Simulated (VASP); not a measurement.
Input of a VASP 6.6.1 run:

INCAR

```
SYSTEM = V
PREC     = Accurate       ! precision mode
ENCUT    = 520            ! plane-wave cutoff, eV
EDIFF    = 1E-7           ! SCF threshold, eV
ISMEAR   = -1             ! smearing method
SIGMA    = 0.1            ! smearing width, eV
LREAL    = .False.        ! projectors in reciprocal space
LASPH    = .True.         ! aspherical terms in the spheres
NELM     = 80             ! most SCF steps
ALGO     = Normal         ! electronic algorithm
ISIF     = 2              ! what is computed and relaxed
LWAVE    = .False.        ! write WAVECAR
LCHARG   = .True.         ! write CHGCAR
GGA      = CA             ! functional
LELF     = .True.         ! ELF
LVHAR    = .True.       
NBANDS   = 20             ! bands
```

File KPOINTS:

```
Automatic mesh
0
Gamma
  17 17 14
  0 0 0
```

The input POSCAR:

```
V
1.0
   -3.1846917565      3.1846675588      1.2043931001
    3.1846675588     -3.1846917565      1.2043931001
    1.7877287552      1.7877287552     -1.2044374182
V
2
Direct
    0.0000074908      0.9999925092      1.0000000000
    0.7499925092      0.2500074908      0.5000000000
```

Potentials or basis: VASP PAW LDA potentials, release 64 (V_sv).

Run with:

```bash
$ cat potpaw_LDA.64/V_sv/POTCAR > POTCAR
$ mpirun -np 1 vasp_std > vasp.out
```

Estimate the pressure.

-13.1 GPa.

Predict the band gap on the k mesh.

zero (band 13 reaches 10.38 eV, above the bottom of band 14 at 8.34 eV).

Stress tensor (GPa, compression positive):
```
-13.23  -0.45   0.00
 -0.45 -13.23   0.00
  0.00   0.00 -12.77
```
